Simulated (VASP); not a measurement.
A run of VASP 6.6.1 is set up as follows.

File INCAR:

```
SYSTEM = GaN
PREC     = Accurate       ! precision mode
ENCUT    = 600            ! plane-wave cutoff, eV
EDIFF    = 1E-6           ! SCF threshold, eV
ISMEAR   = 0              ! smearing method
SIGMA    = 0.01           ! smearing width, eV
LREAL    = .FALSE.        ! projectors in reciprocal space
LASPH    = .TRUE.         ! aspherical terms in the spheres
NELM     = 80             ! most SCF steps
ALGO     = Normal         ! electronic algorithm
ISIF     = 3              ! what is computed and relaxed
LWAVE    = .FALSE.        ! write WAVECAR
LCHARG   = .FALSE.        ! write CHGCAR
IBRION   = 2              ! ionic algorithm
NSW      = 100            ! ionic steps
EDIFFG   = -0.002         ! ionic threshold
PSTRESS  = 40.0
```

Contents of KPOINTS:

```
Automatic mesh
0
G
  10 10 10
  0 0 0
```

File POSCAR:

```
GaN
1.0
    0.0000000000      2.2277074437      2.2277074437
    2.2277074437      0.0000000000      2.2277074437
    2.2277074437      2.2277074437      0.0000000000
Ga N
1 1
Direct
    0.0000000000      0.0000000000      0.0000000000
    0.2500000000      0.2500000000      0.2500000000
```

Potentials or basis: VASP PAW LDA potentials, release 64 (Ga_d, N).

The run is started by

```console
$ cat potpaw_LDA.64/Ga_d/POTCAR potpaw_LDA.64/N/POTCAR > POTCAR
$ mpirun -np 1 vasp_std > vasp.out
```

Question: Estimate the band gap on the k mesh.

Answer: 2.06 eV, direct.

Question: Estimate the space group after relaxing (to 0.05 Å).

Answer: F-43m (No. 216).

Question: What does it give for the relaxed volume?

Answer: 10.90 Å³/atom.

Final structure:
```
CELL_PARAMETERS angstrom
0.00000 2.21717 2.21717
2.21717 0.00000 2.21717
2.21717 2.21717 0.00000
ATOMIC_POSITIONS crystal
Ga 0.00000 0.00000 0.00000
N 0.25000 0.25000 0.25000
```

Caveat: the cell is relaxed towards a set pressure, so the enthalpy falls and the energy may rise. Expect the measured gap to be larger: semilocal functionals such as LDA lack the derivative discontinuity.
